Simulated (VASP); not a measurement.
A run of VASP 6.6.1 is set up as follows.

File INCAR:

```
PREC     = Accurate       # precision mode
ENCUT    = 600            # plane-wave cutoff, eV
EDIFF    = 1E-6           # SCF threshold, eV
ISMEAR   = 0              # smearing method
SIGMA    = 0.01           # smearing width, eV
LREAL    = False          # projectors in reciprocal space
LASPH    = True           # aspherical terms in the spheres
NELM     = 120            # most SCF steps
ALGO     = Normal         # electronic algorithm
ISIF     = 2              # what is computed and relaxed
LWAVE    = False          # write WAVECAR
LCHARG   = True           # write CHGCAR
GGA      = PE             # functional
LELF     = True           # ELF
LVHAR    = True         
NBANDS   = 19             # bands
GGA_COMPAT= False
```

KPOINTS

```
Automatic mesh
0
Gamma
  8 8 8
```

The input POSCAR:

```
ZrO2
1.0
    0.0000000000      2.5374505705      2.5374505705
    2.5374505705      0.0000000000      2.5374505705
    2.5374505705      2.5374505705      0.0000000000
Zr O
1 2
Direct
    0.0000000000      0.0000000000      0.0000000000
    0.2500000000      0.2500000000      0.2500000000
    0.7500000000      0.7500000000      0.7500000000
```

Potentials or basis: VASP PAW PBE potentials, release 64 (Zr_sv, O).

The run is started by

```sh
$ cat potpaw_PBE.64/Zr_sv/POTCAR potpaw_PBE.64/O/POTCAR > POTCAR
$ mpirun -np 1 vasp_std > vasp.out
```

What does it give for the band gap on the k mesh?

3.38 eV, indirect (least direct gap 3.83 eV).

What does it give for the pressure?

6.1 GPa.

A k mesh can miss the band edges. PBE gaps usually lie below the measured ones, often by a third to a half.
